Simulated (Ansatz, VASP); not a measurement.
Mo: VASP beside Ansatz

File INCAR:

```
SYSTEM = Mo
PREC = Accurate
ENCUT = 520
EDIFF = 1E-6
ISMEAR = -1
SIGMA = 0.05
LREAL = .FALSE.
LASPH = .TRUE.
NELM = 60
ALGO = Fast
ISIF = 2
LWAVE = .FALSE.
LCHARG = .TRUE.
GGA = PS
LELF = .TRUE.
LVHAR = .TRUE.
NBANDS = 13
```

Contents of KPOINTS:

```
regular mesh
0
G
  11 11 10
  0 0 0
```

Contents of POSCAR:

```
Mo
1.0
    2.8244807000     -0.0180516400     -0.0483609000
   -1.4278735300      2.3175461800      0.0145522700
   -0.0451728600     -0.0103847700      2.5373308300
Mo
1
Direct
    0.0000000000      0.0000000000      0.5000000000
```

Contents of input.yaml:

```yaml
crystal:
  lattice:
    - [2.8244807, -0.01805164, -0.0483609]
    - [-1.42787353, 2.31754618, 0.01455227]
    - [-0.04517286, -0.01038477, 2.53733083]
  atoms:
    - { symbol: Mo, position: [0.0, 0.0, 0.5] }
hamiltonian:
  xc: pbesol
  pseudopotentials: { kind: paw }
kpoints:
  mp_grid: { grid: [11, 11, 10] }
  band_path:
    path:
      - [[0.0, 0.0, 0.5], [0.0, 0.0, 0.0], [-0.5, 0.5, 0.0]]
      - [[-0.5, 0.5, 0.5], [0.0, 0.0, 0.0], [0.0, -0.5, 0.0]]
      - [[0.0, -0.5, 0.5], [0.0, 0.0, 0.0], [-0.5, 0.0, 0.0]]
      - [[-0.5, 0.0, 0.5], [0.0, 0.0, 0.0]]
    npoints: 14
scf:
  occupations: { method: fermi_dirac, width: 0.05 }
  n_extra_bands: 6
output:
  forces: true
  stress: true
  eigenvalues: true
  fatbands: true
```

Alike in both runs: functional PBEsol; k mesh 11 × 11 × 10; occupations fermi-dirac, width 0.05 eV; no spin polarisation.

|  | VASP | Ansatz |
| --- | --- | --- |
| version | VASP 6.6.1 | Ansatz 0.2.0 |
| potentials or method | VASP PAW PBE potentials, release 64 (Mo_sv) | Ansatz PAW |
| plane-wave cutoff (eV) | 520 | 420 |
| valence electrons in the cell | 14 | 14 |
| task | single point | band structure |

|  | VASP | Ansatz | Ansatz less VASP |
| --- | --- | --- | --- |
| gap on the k mesh at the Fermi level (eV) | none | none | - |
| pressure (GPa) | -3.5 | -4.0 | -0.54 |
| traceless stress, the component that is largest in VASP (GPa) | -6.20 | -6.32 | -0.124 |

VASP's potentials were made for PBE, not for PBEsol. A gap of «none» marks a metal or a gap that the smearing closes.
